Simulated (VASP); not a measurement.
# AlCu3 (Fm-3m) in VASP: single point with PBEsol

Aim: the single point of AlCu3 with PBEsol.

Program: VASP 6.6.1. These are calculated values, not measurements. Logs are shortened: lines on timing, memory, paths and dates and some standing lists are left out, and cuts for length are marked.

## 1. The cell of the first run

Symmetry: Fm-3m, No. 225, cubic system. The conventional cell has a = 5.776 Å, b = 5.776 Å, c = 5.776 Å, α = 90.00°, β = 90.00°, γ = 90.00°. Al (site symmetry m-3m) has 14 Cu at 2.50 to 2.89 Å within 3.3 Å. Within 3.3 Å of Cu (site symmetry m-3m) lie 8 Cu at 2.50 Å and 6 Al at 2.89 Å. Cu (site symmetry -43m) has 4 Al at 2.50 Å and 10 Cu at 2.50 to 2.89 Å within 3.3 Å.

## 2. Single point, PBEsol

File INCAR:

```
ALGO = Normal
EDIFF = 1E-7
ENCUT = 520
GGA = PS
ISIF = 2
ISMEAR = 1
LASPH = T
LCHARG = F
LREAL = F
LWAVE = F
NBANDS = 26
NELM = 80
PREC = Accurate
SIGMA = 0.1
```

File KPOINTS:

```
k-points
0
Gamma
  7 7 7
```

File POSCAR:

```
AlCu3
1.0
    0.0000000000      2.8880110000      2.8880110000
    2.8880110000      0.0000000000      2.8880110000
    2.8880110000      2.8880110000      0.0000000000
Al Cu
1 3
Direct
    0.0000000000      0.0000000000      0.0000000000
    0.5000000000      0.5000000000      0.5000000000
    0.2500000000      0.2500000000      0.2500000000
    0.7500000000      0.7500000000      0.7500000000
```

Potentials or basis: VASP PAW PBE potentials, release 64 (Al, Cu).

The run is started by

```bash
> cat potpaw_PBE.64/Al/POTCAR potpaw_PBE.64/Cu/POTCAR > POTCAR
> mpirun -np 1 vasp_std > vasp.out
```

OUTCAR:

```text
EDIFF = 1E-7
   ENCUT = 520
   GGA = PS
   ISIF = 2
   ISMEAR = 1
   LASPH = T
   LREAL = F
   NELM = 80
   PREC = Accurate

 ion  position               nearest neighbor table
   1  0.000  0.000  0.000-   4 2.50   4 2.50   4 2.50   3 2.50   3 2.50   3 2.50   4 2.50   3 2.50
                             2 2.89   2 2.89   2 2.89   2 2.89   2 2.89   2 2.89
   2  0.500  0.500  0.500-   3 2.50   3 2.50   3 2.50   4 2.50   4 2.50   4 2.50   4 2.50   3 2.50
                             1 2.89   1 2.89   1 2.89   1 2.89   1 2.89   1 2.89
   3  0.250  0.250  0.250-   1 2.50   1 2.50   1 2.50   2 2.50   2 2.50   2 2.50   2 2.50   1 2.50

   4  0.750  0.750  0.750-   2 2.50   2 2.50   2 2.50   1 2.50   1 2.50   1 2.50   2 2.50   1 2.50

  LATTYP: Found a face centered cubic cell.
 ALAT       =     5.7760220000

  Lattice vectors:

 A1 = (   0.0000000000,   2.8880110000,   2.8880110000)
 A2 = (   2.8880110000,   0.0000000000,   2.8880110000)
 A3 = (   2.8880110000,   2.8880110000,   0.0000000000)

Analysis of symmetry for initial positions (statically):
=====================================================================
 Subroutine PRICEL returns:
 Original cell was already a primitive cell.

 Routine SETGRP: Setting up the symmetry group for a
 face centered cubic supercell.

 Subroutine GETGRP returns: Found 48 space group operations
 (whereof 48 operations were pure point group operations)
 out of a pool of 48 trial point group operations.

The static configuration has the point symmetry O_h .

Analysis of symmetry for dynamics (positions and initial velocities):
=====================================================================
 Subroutine PRICEL returns:
 Original cell was already a primitive cell.

 Routine SETGRP: Setting up the symmetry group for a
 face centered cubic supercell.

 Subroutine GETGRP returns: Found 48 space group operations
 (whereof 48 operations were pure point group operations)
 out of a pool of 48 trial point group operations.

The dynamic configuration has the point symmetry O_h .

 Subroutine INISYM returns: Found 48 space group operations
 (whereof 48 operations are pure point group operations),
 and found     1 'primitive' translations

[... 87 lines left out ...]
   ISPIN  =      1    spin polarized calculation?
   LNONCOLLINEAR =      F non collinear calculations
   LSORBIT =      F    spin-orbit coupling
   LASPH  =      T    aspherical Exc in radial PAW
   ENCUT  =  520.0 eV  38.22 Ry    6.18 a.u.   7.59  7.59  7.59*2*pi/ulx,y,z
   NELM   =     80;   NELMIN=  2; NELMDL= -5     # of ELM steps
   EDIFF  = 0.1E-06   stopping-criterion for ELM
   LREAL  =      F    real-space projection
   EDIFFG = 0.1E-05   stopping-criterion for IOM
   NSW    =      0    number of steps for IOM
   IBRION =     -1    ionic relax: 0-MD 1-quasi-New 2-CG
   NFREE  =      0    steps in history (QN), initial steepest desc. (CG)
   ISIF   =      2    stress and relaxation
   ISYM   =      2    0-nonsym 1-usesym 2-fastsym
   POTIM  = 0.5000    time-step for ionic-motion
   TEBEG  =    0.0;   TEEND  =   0.0 temperature during run
   PSTRESS=    0.0 pullay stress
   NELECT =      36.0000    total number of electrons
   NUPDOWN=      -1.0000    fix difference up-down
   EMIN   =  10.00;   EMAX   =-10.00  energy-range for DOS
   EFERMI =   0.00;   METHOD = LEGACY
   ISMEAR =     1;   SIGMA  =   0.10  broadening in eV -4-tet -1-fermi 0-gaus
   EFERMI_NEDOS =   21; number of points for ismear=-14 and -15
   IALGO  =     38    algorithm
   IMIX   =      4    mixing-type and parameters
     AMIX     =   0.40;   BMIX     =  1.00
     AMIX_MAG =   1.60;   BMIX_MAG =  1.00
  volume/ion in A,a.u.               =      12.04        81.28
  Fermi-wavevector in a.u.,A,eV,Ry     =   1.485594  2.807366 30.027918  2.206990
  Thomas-Fermi vector in A             =   2.598986
   LORBIT       =      0    0 simple, 1 ext, 2 COOP (PROOUT), +10 PAW based schemes
   GGA     = PS    functional components
   LHFCALC =     F    Hartree Fock is set to
   AEXX    =    0.0000 exact exchange contribution
   IVDW    =     0    specifies the selected vdW correction
   LEPSILON=     F    determine dielectric tensor
   LRPA    =     F    only Hartree local field effects (RPA)
 non-spin polarized calculation
 Methfessel and Paxton  Order N= 1 SIGMA  =   0.10
  energy-cutoff  :      520.00
  volume of cell :       48.18
 maximum number of plane-waves:      1313
   NGX = 15   NGY = 15   NGZ = 15

 number of electron      35.9999973 magnetization

 Free energy of the ion-electron system (eV)
  ---------------------------------------------------
  ext. energy  EPLUGINS =         0.00000000
  ---------------------------------------------------
  free energy    TOTEN  =       -17.75454509 eV

  energy without entropy =      -17.75407696  energy(sigma->0) =      -17.75438905

 E-fermi :   8.6728     XC(G=0): -12.4728

 val. band max:        8.4127846520   @ k =   0.2857   0.2857   0.0000
 cond. band min:       8.7127131406   @ k =  -0.2857   0.1429   0.0000
 fundamental gap:      0.2999284886
 Fermi energy:         8.6728282291

 k-point     1 :       0.0000    0.0000    0.0000
  band No.  band energies     occupation
      1      -2.0860      2.00000
      2       3.8159      2.00000
      3       3.8159      2.00000
      4       3.8997      2.00000
      5       3.8997      2.00000
      6       3.8997      2.00000
[... 569 lines left out ...]
     25      19.5880      0.00000
     26      21.3205      0.00000

------------------------ aborting loop because EDIFF is reached ----------------------------------------

  FORCE on cell =-STRESS in cart. coord.  units (eV):
  Direction    XX          YY          ZZ          XY          YZ          ZX
  --------------------------------------------------------------------------------------
  -------------------------------------------------------------------------------------
  Total       -0.1128017     -0.1128017     -0.1128017      0.0000000     -0.0000000      0.0000000
  in kB       -3.7514532     -3.7514532     -3.7514532      0.0000000     -0.0000000      0.0000000
  external PRESSURE =      -3.7514532 kB  Pullay stress =       0.0000000 kB

 VOLUME and BASIS-vectors are now :
 -----------------------------------------------------------------------------
  energy-cutoff  :      520.00
  volume of cell :       48.18
      direct lattice vectors                 reciprocal lattice vectors
     0.000000000  2.888011000  2.888011000    -0.173129534  0.173129534  0.173129534
     2.888011000  0.000000000  2.888011000     0.173129534 -0.173129534  0.173129534
     2.888011000  2.888011000  0.000000000     0.173129534  0.173129534 -0.173129534

 POSITION                                       TOTAL-FORCE (eV/Angst)
 -----------------------------------------------------------------------------------
      0.00000      0.00000      0.00000        -0.000000      0.000000     -0.000000
      2.88801      2.88801      2.88801        -0.000000      0.000000     -0.000000
      1.44401      1.44401      1.44401         0.000000      0.000000      0.000000
      4.33202      4.33202      4.33202        -0.000000     -0.000000      0.000000
 -----------------------------------------------------------------------------------
    total drift:                                0.000000     -0.000000      0.000000

  FREE ENERGIE OF THE ION-ELECTRON SYSTEM (eV)
  ---------------------------------------------------
  free  energy   TOTEN  =       -17.7545450917 eV

  energy  without entropy=      -17.7540769597  energy(sigma->0) =      -17.75438905
```

OSZICAR:

```text
N       E                     dE             d eps       ncg     rms          rms(c)
DAV:   1     0.252827837501E+03    0.25283E+03   -0.15529E+04  1064   0.218E+03
DAV:   2    -0.197477794125E+01   -0.25480E+03   -0.24366E+03  1040   0.357E+02
DAV:   3    -0.218623679096E+02   -0.19888E+02   -0.18712E+02  1168   0.136E+02
DAV:   4    -0.223161022552E+02   -0.45373E+00   -0.45226E+00  1530   0.248E+01
DAV:   5    -0.223242443035E+02   -0.81420E-02   -0.81409E-02  1594   0.260E+00    0.175E+01
DAV:   6    -0.207466900778E+02    0.15776E+01   -0.46332E+01  1222   0.163E+02    0.111E+01
DAV:   7    -0.177962213050E+02    0.29505E+01   -0.10790E+01  1270   0.765E+01    0.906E-01
DAV:   8    -0.177849686099E+02    0.11253E-01   -0.48386E-01  1472   0.106E+01    0.132E+00
DAV:   9    -0.177550266436E+02    0.29942E-01   -0.62706E-02  1294   0.733E+00    0.280E-01
DAV:  10    -0.177545365624E+02    0.49008E-03   -0.11949E-02  1262   0.368E+00    0.626E-02
DAV:  11    -0.177545524942E+02   -0.15932E-04   -0.14633E-03  1356   0.574E-01    0.321E-02
DAV:  12    -0.177545536460E+02   -0.11518E-05   -0.77899E-05  1498   0.120E-01    0.216E-02
DAV:  13    -0.177545463196E+02    0.73263E-05   -0.45201E-05  1286   0.160E-01    0.735E-03
DAV:  14    -0.177545451642E+02    0.11554E-05   -0.33831E-06  1490   0.360E-02    0.318E-03
DAV:  15    -0.177545450917E+02    0.72459E-07   -0.19834E-07   744   0.109E-02
   1 F= -.17754545E+02 E0= -.17754389E+02  d E =-.468132E-03
```

stdout:

```text
POSCAR found type information on POSCAR AlCu
 POSCAR found :  2 types and       4 ions
 scaLAPACK will be used
 -----------------------------------------------------------------------------
|                                                                             |
|                                                                             |
|     You enforced a specific xc type in the INCAR file but a different       |
|     I HOPE YOU KNOW WHAT YOU ARE DOING!                                     |
|                                                                             |
 -----------------------------------------------------------------------------

 LDA part: xc-table for (Slater+PW92), standard interpolation
 POSCAR, INCAR and KPOINTS ok, starting setup
 FFT: planning ... GRIDC
 FFT: planning ... GRID_SOFT
 FFT: planning ... GRID
 WAVECAR not read
 entering main loop
```

Run time: 56 s. Hardware: 1 thread of Intel Xeon 8259CL, shared host; peak memory 0.17 GiB.

Results:

* Free energy: -17.7545 eV
* Pressure: -0.4 GPa
* Band gap on the k mesh: zero (band 18 reaches 12.28 eV, above the bottom of band 19 at 6.89 eV)

Caveat: the PAW data sets were made with another functional, which shifts forces and pressure a little.
